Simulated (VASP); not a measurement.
# LuHO (P-6m2) in VASP: single point with PBE

Aim: the single point of LuHO with PBE.

Everything below comes from runs of VASP 6.6.1. Logs are shortened: lines on timing, memory, paths and dates and some standing lists are left out, and cuts for length are marked.

**1. The cell of the first run**

Symmetry: P-6m2, No. 187, hexagonal system. The conventional cell has a = 3.495 Å, b = 3.495 Å, c = 2.880 Å, α = 90.00°, β = 90.00°, γ = 120.00°. Within 3.3 Å of Lu (site symmetry -6m2) lie 6 H at 2.48 Å and 6 O at 2.48 Å and 2 Lu at 2.88 Å. Within 2.7 Å of H (site symmetry -6m2) lie 3 O at 2.02 Å and 6 Lu at 2.48 Å. O (site symmetry -6m2) has 3 H at 2.02 Å and 6 Lu at 2.48 Å within 2.7 Å.

**2. Single point, PBE**

The input, POSCAR:

```
LuHO
1.0
    3.4952260494      0.0000000000      0.0000000000
   -1.7476130247      3.0269545507      0.0000000000
    0.0000000000      0.0000000000      2.8802871409
Lu H O
1 1 1
Direct
    0.0000000000      0.0000000000      0.5000000000
    0.3333333333      0.6666666667      0.0000000000
    0.6666666667      0.3333333333      0.0000000000
```

The input, INCAR.step1:

```
SYSTEM = LuHO
  PREC = Accurate
  ENCUT = 520
  EDIFF = 1E-7
  ISMEAR = 0
  SIGMA = 0.1
  LREAL = .FALSE.
  LASPH = .TRUE.
  NELM = 100
  ALGO = Normal
  ISIF = 2
  LWAVE = .FALSE.
  LCHARG = .TRUE.
  GGA = PE
  NBANDS = 23
```

The input, KPOINTS.step1:

```
regular mesh
0
G
  18 18 16
  0 0 0
```

The input, INCAR.step2:

```
SYSTEM = LuHO
  PREC = Accurate
  ENCUT = 520
  EDIFF = 1E-7
  ISMEAR = -5
  SIGMA = 0.1
  LREAL = .FALSE.
  LASPH = .TRUE.
  NELM = 100
  ALGO = Normal
  ISIF = 2
  LWAVE = .FALSE.
  LCHARG = .FALSE.
  GGA = PE
  LORBIT = 11
  NBANDS = 23
  NEDOS = 1001
  ICHARG = 11
```

The input, KPOINTS.step2:

```
regular mesh
0
G
  27 27 24
  0 0 0
```

Potentials or basis: VASP PAW PBE potentials, release 64 (Lu, H, O).

Launch:

```
$ cat potpaw_PBE.64/Lu/POTCAR potpaw_PBE.64/H/POTCAR potpaw_PBE.64/O/POTCAR > POTCAR
$ cp INCAR.step1 INCAR
$ cp KPOINTS.step1 KPOINTS
$ mpirun -np 1 vasp_std > vasp.out
$ cp INCAR.step2 INCAR
$ cp KPOINTS.step2 KPOINTS
$ mpirun -np 1 vasp_std > vasp.out
```

OUTCAR:

```text
SYSTEM = LuHO
   PREC = Accurate
   ENCUT = 520
   EDIFF = 1E-7
   ISMEAR = -5
   LREAL = .FALSE.
   LASPH = .TRUE.
   NELM = 100
   ISIF = 2
   GGA = PE
   LORBIT = 11
   ICHARG = 11

 ion  position               nearest neighbor table
   1  0.000  0.000  0.500-   3 2.48   3 2.48   3 2.48   3 2.48   3 2.48   3 2.48
   2  0.333  0.667  0.000-
   3  0.667  0.333  0.000-   1 2.48   1 2.48   1 2.48   1 2.48   1 2.48   1 2.48

  LATTYP: Found a hexagonal cell.
 ALAT       =     3.4952260494
 C/A-ratio  =     0.8240631937

  Lattice vectors:

 A1 = (   3.4952260494,   0.0000000000,   0.0000000000)
 A2 = (  -1.7476130247,   3.0269545507,   0.0000000000)
 A3 = (   0.0000000000,   0.0000000000,   2.8802871409)

Analysis of symmetry for initial positions (statically):
=====================================================================
 Subroutine PRICEL returns:
 Original cell was already a primitive cell.

 Routine SETGRP: Setting up the symmetry group for a
 hexagonal supercell.

 Subroutine GETGRP returns: Found 12 space group operations
 (whereof 12 operations were pure point group operations)
 out of a pool of 24 trial point group operations.

The static configuration has the point symmetry D_3h.

Analysis of symmetry for dynamics (positions and initial velocities):
=====================================================================
 Subroutine PRICEL returns:
 Original cell was already a primitive cell.

 Routine SETGRP: Setting up the symmetry group for a
 hexagonal supercell.

 Subroutine GETGRP returns: Found 12 space group operations
 (whereof 12 operations were pure point group operations)
 out of a pool of 24 trial point group operations.

The dynamic configuration has the point symmetry D_3h.

 Subroutine INISYM returns: Found 12 space group operations
 (whereof 12 operations are pure point group operations),
 and found     1 'primitive' translations

----------------------------------------------------------------------------------------

                                     Primitive cell

  volume of cell :      30.4731

  direct lattice vectors                    reciprocal lattice vectors
     3.495226049  0.000000000  0.000000000     0.286104528  0.165182526  0.000000000
[... 93 lines left out ...]
   NSW    =      0    number of steps for IOM
   IBRION =     -1    ionic relax: 0-MD 1-quasi-New 2-CG
   NFREE  =      0    steps in history (QN), initial steepest desc. (CG)
   ISIF   =      2    stress and relaxation
   ISYM   =      2    0-nonsym 1-usesym 2-fastsym
   POTIM  = 0.5000    time-step for ionic-motion
   TEBEG  =    0.0;   TEEND  =   0.0 temperature during run
   PSTRESS=    0.0 pullay stress
   NELECT =      32.0000    total number of electrons
   NUPDOWN=      -1.0000    fix difference up-down
   EMIN   =  10.00;   EMAX   =-10.00  energy-range for DOS
   EFERMI =   0.00;   METHOD = LEGACY
   ISMEAR =    -5;   SIGMA  =   0.10  broadening in eV -4-tet -1-fermi 0-gaus
   EFERMI_NEDOS =   21; number of points for ismear=-14 and -15
   IALGO  =     38    algorithm
   IMIX   =      4    mixing-type and parameters
     AMIX     =   0.40;   BMIX     =  1.00
     AMIX_MAG =   1.60;   BMIX_MAG =  1.00
  volume/ion in A,a.u.               =      10.16        68.55
  Fermi-wavevector in a.u.,A,eV,Ry     =   1.663997  3.144498 37.672976  2.768886
  Thomas-Fermi vector in A             =   2.750617
   LORBIT       =     11    0 simple, 1 ext, 2 COOP (PROOUT), +10 PAW based schemes
   GGA     = PE    functional components
   LHFCALC =     F    Hartree Fock is set to
   AEXX    =    0.0000 exact exchange contribution
   IVDW    =     0    specifies the selected vdW correction
   LEPSILON=     F    determine dielectric tensor
   LRPA    =     F    only Hartree local field effects (RPA)
 non-spin polarized calculation
 Fermi weights with tetrahedron method with Bloechl corrections
  energy-cutoff  :      520.00
  volume of cell :       30.47
 maximum number of plane-waves:       853
 NGX is ok and might be reduce to    28

 number of electron      32.0000002 magnetization

 Free energy of the ion-electron system (eV)
  ---------------------------------------------------
  ext. energy  EPLUGINS =         0.00000000
  ---------------------------------------------------
  free energy    TOTEN  =       -16.53638218 eV

  energy without entropy =      -16.53638218  energy(sigma->0) =      -16.53638218

 E-fermi :   4.3647     XC(G=0): -12.2312

 val. band max:        4.3713950528   @ k =   0.4444   0.0370   0.5000
 cond. band min:       4.3623987239   @ k =   0.1852   0.0741   0.0833
 fundamental gap:     -0.0089963289
 Fermi energy:         4.3647076991

 k-point     1 :       0.0000    0.0000    0.0000
  band No.  band energies     occupation
      1     -52.1770      2.00000
      2     -22.6962      2.00000
      3     -22.6962      2.00000
      4     -22.3130      2.00000
      5     -14.9033      2.00000
      6      -1.1372      2.00000
[... 613 lines left out ...]
     22      12.0303      0.00000
     23      15.8291      0.00000

 [... further k-points ...]

------------------------ aborting loop because EDIFF is reached ----------------------------------------

  FORCE on cell =-STRESS in cart. coord.  units (eV):
  Direction    XX          YY          ZZ          XY          YZ          ZX
  --------------------------------------------------------------------------------------
  -------------------------------------------------------------------------------------
  Total        0.1458548      0.1458548      0.1928608      0.0000000      0.0000000      0.0000000
  in kB        7.6685687      7.6685687     10.1399917      0.0000000      0.0000000      0.0000000
  external PRESSURE =       8.4923764 kB  Pullay stress =       0.0000000 kB

 VOLUME and BASIS-vectors are now :
 -----------------------------------------------------------------------------
  energy-cutoff  :      520.00
  volume of cell :       30.47
      direct lattice vectors                 reciprocal lattice vectors
     3.495226049  0.000000000  0.000000000     0.286104528  0.165182526  0.000000000
    -1.747613025  3.026954551  0.000000000     0.000000000  0.330365053  0.000000000
     0.000000000  0.000000000  2.880287141     0.000000000  0.000000000  0.347187607

 POSITION                                       TOTAL-FORCE (eV/Angst)
 -----------------------------------------------------------------------------------
      0.00000      0.00000      1.44014        -0.000000      0.000000      0.000000
     -0.00000      2.01797      0.00000        -0.000000      0.000000      0.000000
      1.74761      1.00898      0.00000         0.000000      0.000000      0.000000
 -----------------------------------------------------------------------------------
    total drift:                               -0.000805      0.000465      0.000000

  FREE ENERGIE OF THE ION-ELECTRON SYSTEM (eV)
  ---------------------------------------------------
  free  energy   TOTEN  =       -16.5363821827 eV

  energy  without entropy=      -16.5363821827  energy(sigma->0) =      -16.53638218

 total charge

# of ion       s       p       d       f       tot
--------------------------------------------------
    1        2.202   6.078   0.879  14.052  23.210
    2        0.508   0.010   0.000   0.000   0.517
    3        1.582   3.384   0.000   0.000   4.965
--------------------------------------------------
tot          4.291   9.471   0.879  14.052  28.693
```

Run time: 5.1 min. Hardware: 1 thread of Intel Xeon 6975P-C (Granite Rapids), shared host; peak memory 0.83 GiB.

Results:

- Valence electrons inside the program's atomic spheres: Lu 23.21; H 0.52; O 4.96

Caveat: spin-orbit coupling is left out, which moves the levels of the heavy elements; tetrahedron occupations give inexact forces and stress in metals.
